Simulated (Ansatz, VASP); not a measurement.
YHg: VASP beside Ansatz

```
Y Hg
1.0
     3.60684    0.00000    0.00000
     0.00000    3.60684    0.00000
     0.00000    0.00000    3.60684
Y Hg
1 1
Cartesian
  1.8034 1.8034 1.8034
  0.0000 0.0000 0.0000
```

Change from the starting cell: volume scaled by 0.94, PAW files.

Alike in both runs: task electric field gradients; functional LDA; k mesh 11 × 11 × 11; occupations fermi-dirac, width 0.08 eV; no spin polarisation.

```csv
,VASP,Ansatz
version,VASP 6.6.1,Ansatz 0.2.0
potentials or method,"VASP PAW LDA potentials, release 64 (Y_sv, Hg)","PAW with Ansatz's default frozen-core files, scalar-relativistic"
plane-wave cutoff (eV),520,420
valence electrons in the cell,23,31
```

|  | VASP | Ansatz | Ansatz less VASP |
| --- | --- | --- | --- |
| pressure (GPa) | 1.5 | 1.2 | -0.28 |

LDA's correlation is that of Perdew and Zunger in VASP and of Perdew and Wang (1992) in Ansatz. VASP's potentials hold 23 valence electrons a cell and Ansatz's 31, so a difference there can come from the potentials and not from the codes.

Spin-orbit coupling is off throughout.
